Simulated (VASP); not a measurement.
Here is a VASP 6.6.1 calculation.

INCAR

```
SYSTEM = HfO2
PREC = Accurate
ENCUT = 520
EDIFF = 1E-6
ISMEAR = 0
SIGMA = 0.05
LREAL = .False.
LASPH = .True.
NELM = 100
ALGO = Normal
ISIF = 2
LWAVE = .False.
LCHARG = .False.
NBANDS = 31
```

KPOINTS

```
regular mesh
0
Gamma
  6 6 8
  0 0 0
```

File POSCAR:

```
HfO2
1.0
    4.7888991402      0.0000000000      0.0000000000
    0.0000000000      4.7888991402      0.0000000000
    0.0000000000      0.0000000000      3.1858186410
Hf O
2 4
Direct
    0.0078306097      0.0000000000      0.0000000000
    0.5078306097      0.5000000000      0.5000000000
    0.1951075730      0.8048924270      0.5000000000
    0.3048924270      0.3048924270      0.0000000000
    0.6951075730      0.6951075730      0.0000000000
    0.8048924270      0.1951075730      0.5000000000
```

Potentials or basis: VASP PAW LDA potentials, release 64 (Hf_pv, O).

Launch:

```sh
$ cat potpaw_LDA.64/Hf_pv/POTCAR potpaw_LDA.64/O/POTCAR > POTCAR
$ mpirun -np 1 vasp_std > vasp.out
```

Task: Predict the band gap on the k mesh.

Result: 3.84 eV.

Task: Predict the pressure.

Result: -2.0 GPa.

Forces on the atoms (eV/Å):
```
Hf  -0.289  0.042  0.000
Hf  -0.289 -0.042  0.000
O    0.109 -0.102  0.000
O    0.180  0.169  0.000
O    0.109  0.102  0.000
O    0.180 -0.169  0.000
```

Caveat: the cell differs from its parent crystal (all Hf atoms moved +0.037 Å, as atom 1 along Cartesian [1 0 0]); spin-orbit coupling is left out, which moves the levels of the heavy elements. A k mesh can miss the band edges.
